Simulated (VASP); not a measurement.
The system is GePbSe2.

```
CELL_PARAMETERS angstrom
4.19498 0.00000 0.00000
0.00000 4.19498 0.00000
0.00000 0.00000 5.94538
ATOMIC_POSITIONS crystal
Ge 0.00000 0.00000 0.00000
Se 0.00000 0.00000 0.50000
Se 0.50000 0.50000 0.00000
Pb 0.50000 0.50000 0.50000
```

Base run:

| Property | Result |
| --- | --- |
| Program | VASP 6.6.1 |
| Functional | r2SCAN |
| Potentials or basis | VASP PAW PBE potentials, release 64 (Ge_d, Se, Pb_d) |
| Cutoff | 520 eV |
| k mesh | 4 × 4 × 4 |
| Occupations | fermi-dirac, width 0.02 eV |
| Spin | no spin polarisation |

Its results: band gap on the k mesh 0.07 eV; pressure -0.2 GPa.

**Question.** The run is repeated on the same cell with these changes: functional from r2SCAN to HSE06; k mesh from 4 × 4 × 4 to 4 × 4 × 2. What comes out?

**Answer.** Band gap on the k mesh 0.00 eV; pressure 0.4 GPa.

Several settings changed at once.

Caveats: some runs use coarse meshes; the PAW data sets were made with another functional, which shifts forces and pressure a little; spin-orbit coupling is left out, which moves the levels of the heavy elements.

A k mesh can miss the band edges.
